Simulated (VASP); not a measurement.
# Mo (Im-3m) in VASP: a series of runs

The runs below take Mo through single point, with PBE.

All numbers are computed with VASP 6.6.1; they aren't measurements. Logs are shortened: lines on timing, memory, paths and dates and some standing lists are left out, and cuts for length are marked.

### Step 1. The cell of the first run

The structure is cubic, space group Im-3m (No. 229). The conventional cell has a = 3.161 Å, b = 3.161 Å, c = 3.161 Å, α = 90.00°, β = 90.00°, γ = 90.00°. Within 3.6 Å of Mo (site symmetry m-3m) lie 14 Mo at 2.74 to 3.16 Å.

### Step 2. Single point, PBE

Input file INCAR:

```
ALGO = Normal
EDIFF = 1E-7
ENCUT = 520
GGA = PE
ISIF = 2
ISMEAR = -1
LASPH = True
LCHARG = True
LELF = True
LREAL = False
LVHAR = True
LWAVE = False
NBANDS = 21
NELM = 80
PREC = Accurate
SIGMA = 0.08
```

Input file KPOINTS:

```
k-points
0
Gamma
  12 12 12
```

Input file POSCAR:

```
Mo
1.0
    3.1607300469      0.0000000000      0.0000000000
    0.0000000000      3.1607300469      0.0000000000
    0.0000000000      0.0000000000      3.1607300469
Mo
2
Direct
    0.0000000000      0.0000000000      0.0000000000
    0.5000000000      0.5000000000      0.5000000000
```

Potentials or basis: VASP PAW PBE potentials, release 64 (Mo_sv).

Run with:

```sh
$ cat potpaw_PBE.64/Mo_sv/POTCAR > POTCAR
$ mpirun -np 1 vasp_std > vasp.out
```

OUTCAR:

```text
EDIFF = 1E-7
   ENCUT = 520
   GGA = PE
   ISIF = 2
   ISMEAR = -1
   LASPH = True
   LREAL = False
   NELM = 80
   PREC = Accurate

 ion  position               nearest neighbor table
   1  0.000  0.000  0.000-   2 2.74   2 2.74   2 2.74   2 2.74   2 2.74   2 2.74   2 2.74   2 2.74

   2  0.500  0.500  0.500-   1 2.74   1 2.74   1 2.74   1 2.74   1 2.74   1 2.74   1 2.74   1 2.74

  LATTYP: Found a simple cubic cell.
 ALAT       =     3.1607300469

  Lattice vectors:

 A1 = (   3.1607300469,   0.0000000000,   0.0000000000)
 A2 = (   0.0000000000,   3.1607300469,   0.0000000000)
 A3 = (   0.0000000000,   0.0000000000,   3.1607300469)

Analysis of symmetry for initial positions (statically):
=====================================================================
 Subroutine PRICEL returns following result:

  LATTYP: Found a body centered cubic cell.
 ALAT       =     3.1607300469

  Lattice vectors:

 A1 = (   1.5803650234,   1.5803650235,  -1.5803650234)
 A2 = (  -1.5803650234,   1.5803650234,   1.5803650234)
 A3 = (   1.5803650234,  -1.5803650234,   1.5803650235)

   2 primitive cells build up your supercell.

 Routine SETGRP: Setting up the symmetry group for a
 simple cubic supercell.

 Subroutine GETGRP returns: Found 48 space group operations
 (whereof 48 operations were pure point group operations)
 out of a pool of 48 trial point group operations.

The static configuration has the point symmetry O_h .

Analysis of symmetry for dynamics (positions and initial velocities):
=====================================================================
 Subroutine PRICEL returns following result:

  LATTYP: Found a body centered cubic cell.
 ALAT       =     3.1607300469

  Lattice vectors:

 A1 = (   1.5803650234,   1.5803650235,  -1.5803650234)
 A2 = (  -1.5803650234,   1.5803650234,   1.5803650234)
 A3 = (   1.5803650234,  -1.5803650234,   1.5803650235)

   2 primitive cells build up your supercell.

 Routine SETGRP: Setting up the symmetry group for a
 simple cubic supercell.

 Subroutine GETGRP returns: Found 48 space group operations
 (whereof 48 operations were pure point group operations)
 out of a pool of 48 trial point group operations.

The dynamic configuration has the point symmetry O_h .

 Subroutine INISYM returns: Found 48 space group operations
 (whereof 48 operations are pure point group operations),
 and found     2 'primitive' translations

----------------------------------------------------------------------------------------

                                     Primitive cell

  volume of cell :      15.7882

  direct lattice vectors                    reciprocal lattice vectors
     1.580365023  1.580365023 -1.580365023     0.316382603  0.316382603  0.000000000
    -1.580365023  1.580365023  1.580365023    -0.000000000  0.316382603  0.316382603
     1.580365023 -1.580365023  1.580365023     0.316382603  0.000000000  0.316382603

  length of vectors
     2.737272515  2.737272515  2.737272515     0.447432568  0.447432568  0.447432568

  position of ions in fractional coordinates (direct lattice)
     0.000000000  0.000000000  0.000000000

  ion indices of the primitive-cell ions
   primitive index   ion index
                 1           1

----------------------------------------------------------------------------------------

 KPOINTS: k-points

Automatic generation of k-mesh.
 Grid dimensions read from file:
 generate k-points for:   12   12   12

 Generating k-lattice:

  Cartesian coordinates                     Fractional coordinates (reciprocal lattice)
     0.026365217  0.000000000  0.000000000     0.083333333  0.000000000  0.000000000
     0.000000000  0.026365217  0.000000000     0.000000000  0.083333333  0.000000000
     0.000000000  0.000000000  0.026365217     0.000000000  0.000000000  0.083333333

  Length of vectors
     0.026365217  0.026365217  0.026365217

  Shift w.r.t. Gamma in fractional coordinates (k-lattice)
     0.000000000  0.000000000  0.000000000

 Subroutine IBZKPT returns following result:
 ===========================================

 Found     84 irreducible k-points:

 Following reciprocal coordinates:
            Coordinates               Weight
  0.000000  0.000000  0.000000      1.000000
  0.083333  0.000000  0.000000      6.000000
  0.166667  0.000000  0.000000      6.000000
  0.250000  0.000000  0.000000      6.000000
  0.333333  0.000000  0.000000      6.000000
  0.416667  0.000000  0.000000      6.000000
[... 16 lines left out ...]
  0.333333  0.333333  0.000000     12.000000
  0.416667  0.333333  0.000000     24.000000
 [... further k-points ...]
   k-points           NKPTS =     84   k-points in BZ     NKDIM =     84   number of bands    NBANDS=     21
   number of dos      NEDOS =    301   number of ions     NIONS =      2
   total plane-waves  NPLWV =  13824
   dimension x,y,z NGX =    24 NGY =   24 NGZ =   24
   dimension x,y,z NGXF=    48 NGYF=   48 NGZF=   48
   ions per type =               2
   NGX,Y,Z   is equivalent  to a cutoff of  12.62, 12.62, 12.62 a.u.
   NGXF,Y,Z  is equivalent  to a cutoff of  25.25, 25.25, 25.25 a.u.
 SYSTEM =  unknown system
   PREC   = accura    normal or accurate (medium, high low for compatibility)
   ISTART =      0    job   : 0-new  1-cont  2-samecut
   ICHARG =      2    charge: 1-file 2-atom 10-const
   ISPIN  =      1    spin polarized calculation?
   LNONCOLLINEAR =      F non collinear calculations
   LSORBIT =      F    spin-orbit coupling
   LASPH  =      T    aspherical Exc in radial PAW
   ENCUT  =  520.0 eV  38.22 Ry    6.18 a.u.   5.88  5.88  5.88*2*pi/ulx,y,z
   NELM   =     80;   NELMIN=  2; NELMDL= -5     # of ELM steps
   EDIFF  = 0.1E-06   stopping-criterion for ELM
   LREAL  =      F    real-space projection
   EDIFFG = 0.1E-05   stopping-criterion for IOM
   NSW    =      0    number of steps for IOM
   IBRION =     -1    ionic relax: 0-MD 1-quasi-New 2-CG
   NFREE  =      0    steps in history (QN), initial steepest desc. (CG)
   ISIF   =      2    stress and relaxation
   ISYM   =      2    0-nonsym 1-usesym 2-fastsym
   POTIM  = 0.5000    time-step for ionic-motion
   TEBEG  =    0.0;   TEEND  =   0.0 temperature during run
   PSTRESS=    0.0 pullay stress
   NELECT =      28.0000    total number of electrons
   NUPDOWN=      -1.0000    fix difference up-down
   EMIN   =  10.00;   EMAX   =-10.00  energy-range for DOS
   EFERMI =   0.00;   METHOD = LEGACY
   ISMEAR =    -1;   SIGMA  =   0.08  broadening in eV -4-tet -1-fermi 0-gaus
   EFERMI_NEDOS =   21; number of points for ismear=-14 and -15
   IALGO  =     38    algorithm
   IMIX   =      4    mixing-type and parameters
     AMIX     =   0.40;   BMIX     =  1.00
     AMIX_MAG =   1.60;   BMIX_MAG =  1.00
  volume/ion in A,a.u.               =      15.79       106.54
  Fermi-wavevector in a.u.,A,eV,Ry     =   1.572800  2.972161 33.656720  2.473699
  Thomas-Fermi vector in A             =   2.674180
   LORBIT       =      0    0 simple, 1 ext, 2 COOP (PROOUT), +10 PAW based schemes
   GGA     = PE    functional components
   LHFCALC =     F    Hartree Fock is set to
   AEXX    =    0.0000 exact exchange contribution
   IVDW    =     0    specifies the selected vdW correction
   LEPSILON=     F    determine dielectric tensor
   LRPA    =     F    only Hartree local field effects (RPA)
 non-spin polarized calculation
  energy-cutoff  :      520.00
  volume of cell :       31.58
 maximum number of plane-waves:       876
 NGX is ok and might be reduce to    24
   NGX = 11   NGY = 11   NGZ = 11

 number of electron      28.0000007 magnetization

 Free energy of the ion-electron system (eV)
  ---------------------------------------------------
  ext. energy  EPLUGINS =         0.00000000
  ---------------------------------------------------
  free energy    TOTEN  =       -21.88725125 eV

  energy without entropy =      -21.86185684  energy(sigma->0) =      -21.87455404

 E-fermi :  12.4633     XC(G=0): -13.3352

 val. band max:       12.4496070931   @ k =   0.2500   0.0833   0.0833
 cond. band min:      12.5069438602   @ k =   0.1667   0.1667   0.0833
 fundamental gap:      0.0573367672
 Fermi energy:        12.4632695641

 k-point     1 :       0.0000    0.0000    0.0000
  band No.  band energies     occupation
      1     -48.8512      2.00000
      2     -48.4179      2.00000
      3     -23.0761      2.00000
      4     -23.0761      2.00000
      5     -23.0761      2.00000
      6     -22.1398      2.00000
[... 13 lines left out ...]
     20      21.4199      0.00000
     21      21.4199      0.00000

 k-point     2 :       0.0833    0.0000    0.0000
  band No.  band energies     occupation
      1     -48.8427      2.00000
      2     -48.4242      2.00000
      3     -23.0772      2.00000
      4     -23.0596      2.00000
      5     -23.0596      2.00000
      6     -22.1741      2.00000
[... 13 lines left out ...]
     20      20.9926      0.00000
     21      22.0173      0.00000

 k-point     3 :       0.1667    0.0000    0.0000
  band No.  band energies     occupation
      1     -48.8181      2.00000
      2     -48.4426      2.00000
      3     -23.0770      2.00000
      4     -23.0115      2.00000
      5     -23.0115      2.00000
      6     -22.2704      2.00000
[... 13 lines left out ...]
     20      19.9429      0.00000
     21      23.4336      0.00000

 k-point     4 :       0.2500    0.0000    0.0000
  band No.  band energies     occupation
      1     -48.7796      2.00000
      2     -48.4728      2.00000
      3     -23.0663      2.00000
      4     -22.9352      2.00000
      5     -22.9352      2.00000
      6     -22.4111      2.00000
[... 13 lines left out ...]
     20      18.6618      0.00000
     21      25.2336      0.00000

 k-point     5 :       0.3333    0.0000    0.0000
  band No.  band energies     occupation
      1     -48.7306      2.00000
      2     -48.5134      2.00000
      3     -23.0335      2.00000
      4     -22.8362      2.00000
      5     -22.8362      2.00000
      6     -22.5725      2.00000
[... 13 lines left out ...]
     20      17.4361      0.00000
     21      27.2106      0.00000
[... 382 lines left out ...]
     20      17.2748      0.00000
     21      24.6657      0.00000

 k-point    22 :       0.5000    0.2500    0.0000
  band No.  band energies     occupation
      1     -48.6073      2.00000
      2     -48.6073      2.00000
      3     -23.2611      2.00000
      4     -23.2611      2.00000
      5     -22.5862      2.00000
      6     -22.5862      2.00000
[... 13 lines left out ...]
     20      15.9609      0.00000
     21      25.3728      0.00000

 k-point    23 :       0.3333    0.3333    0.0000
  band No.  band energies     occupation
      1     -48.6615      2.00000
      2     -48.5526      2.00000
      3     -23.3940      2.00000
      4     -23.1737      2.00000
      5     -22.7027      2.00000
      6     -22.4674      2.00000
[... 13 lines left out ...]
     20      18.3236      0.00000
     21      23.4764      0.00000

 k-point    24 :       0.4167    0.3333    0.0000
  band No.  band energies     occupation
      1     -48.6316      2.00000
      2     -48.5752      2.00000
      3     -23.4163      2.00000
      4     -23.3030      2.00000
      5     -22.6419      2.00000
      6     -22.5201      2.00000
[... 13 lines left out ...]
     20      17.1523      0.00000
     21      23.9340      0.00000

 [... further k-points ...]
[... 5 lines left out ...]
  --------------------------------------------------------------------------------------
  -------------------------------------------------------------------------------------
  Total        0.1279492      0.1279492      0.1279492      0.0000000      0.0000000     -0.0000000
  in kB        6.4921117      6.4921117      6.4921117      0.0000000      0.0000000     -0.0000000
  external PRESSURE =       6.4921117 kB  Pullay stress =       0.0000000 kB

 VOLUME and BASIS-vectors are now :
 -----------------------------------------------------------------------------
  energy-cutoff  :      520.00
  volume of cell :       31.58
      direct lattice vectors                 reciprocal lattice vectors
     3.160730047  0.000000000  0.000000000     0.316382603  0.000000000  0.000000000
     0.000000000  3.160730047  0.000000000     0.000000000  0.316382603  0.000000000
     0.000000000  0.000000000  3.160730047     0.000000000  0.000000000  0.316382603

 POSITION                                       TOTAL-FORCE (eV/Angst)
 -----------------------------------------------------------------------------------
      0.00000      0.00000      0.00000         0.000000      0.000000      0.000000
      1.58037      1.58037      1.58037        -0.000000     -0.000000     -0.000000
 -----------------------------------------------------------------------------------
    total drift:                                0.000000      0.000000     -0.000000

  FREE ENERGIE OF THE ION-ELECTRON SYSTEM (eV)
  ---------------------------------------------------
  free  energy   TOTEN  =       -21.8872512492 eV

  energy  without entropy=      -21.8618568353  energy(sigma->0) =      -21.87455404
```

It took 17 s on 1 thread of AMD EPYC 9R45 (Zen 5), shared host; peak memory 0.13 GiB.

What came out:

```yaml
Free_energy: -21.8873 eV
Pressure: 0.6 GPa
Band_gap_on_the_k_mesh: zero (band 14 reaches 14.02 eV, above the bottom of band 15 at 11.82 eV)
```

(Part 1 of 2 ends here.)
